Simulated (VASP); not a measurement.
Cu3O2, 5 atoms in the cell. The structure is tetragonal, space group I4/mmm (No. 139). The conventional cell has a = 3.811 Å, b = 3.811 Å, c = 7.261 Å, α = 90.00°, β = 90.00°, γ = 90.00°. Cu (site symmetry -4m2) has 2 O at 1.82 Å within 2.4 Å. Cu (site symmetry 4/mmm) has 4 O at 1.91 Å within 2.5 Å. Within 2.4 Å of O (site symmetry mmm) lie 4 Cu at 1.82 to 1.91 Å.  This cell differs from its parent crystal: strain -0.0400 x Voigt [1, 1, 0, 0, 0, 0].

* Program: VASP 6.6.1
* Task: single point
* Functional: PBEsol
* Potentials or basis: VASP PAW PBE potentials, release 64 (Cu, O)
* Cutoff: 520 eV
* k mesh: 16 × 16 × 16
* Occupations: gaussian, width 0.15 eV
* Spin: no spin polarisation
* Dipole correction: no
* Further INCAR settings: ALGO = Normal; EDIFF = 1e-06; NBANDS = 30

Potentials or basis: VASP PAW PBE potentials, release 64 (Cu, O).

Run with:

```bash
$ cat potpaw_PBE.64/Cu/POTCAR potpaw_PBE.64/O/POTCAR > POTCAR
$ mpirun -np 1 vasp_std > vasp.out
```

Hardware: 1 thread of Intel Xeon 6975P-C, on a shared host.

Question: How long does it take, and how much memory?

Answer: Wall time 11 min on 1 thread of Intel Xeon 6975P-C, with other jobs on the host, peak memory 0.54 GiB. Counts: scf iterations 16, k points 349.
